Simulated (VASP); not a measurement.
A run of VASP 6.6.1 is set up as follows.

File INCAR:

```
SYSTEM = Sr
ALGO     = Normal         ! electronic algorithm
EDIFF    = 1E-6           ! SCF threshold, eV
ENCUT    = 500            ! plane-wave cutoff, eV
GGA      = CA             ! functional
GGA_COMPAT= .False.      
ISIF     = 2              ! what is computed and relaxed
ISMEAR   = -1             ! smearing method
LASPH    = .True.         ! aspherical terms in the spheres
LCHARG   = .True.         ! write CHGCAR
LELF     = .True.         ! ELF
LREAL    = .False.        ! projectors in reciprocal space
LVHAR    = .True.       
LWAVE    = .False.        ! write WAVECAR
NBANDS   = 11             ! bands
NELM     = 120            ! most SCF steps
PREC     = Accurate       ! precision mode
SIGMA    = 0.1            ! smearing width, eV
```

File KPOINTS:

```
k-points
0
Gamma
  14 14 14
  0 0 0
```

File POSCAR:

```
Sr
1.0
    0.0000000000      2.9028949114      2.9028949114
    2.9028949114      0.0000000000      2.9028949114
    2.9028949114      2.9028949114      0.0000000000
Sr
1
Direct
    0.0000000000      0.0000000000      0.0000000000
```

Potentials or basis: VASP PAW LDA potentials, release 64 (Sr_sv).

Run with:

```sh
$ cat potpaw_LDA.64/Sr_sv/POTCAR > POTCAR
$ mpirun -np 1 vasp_std > vasp.out
```

(1) Predict the pressure.

## Answers

(1) 0.0 GPa.
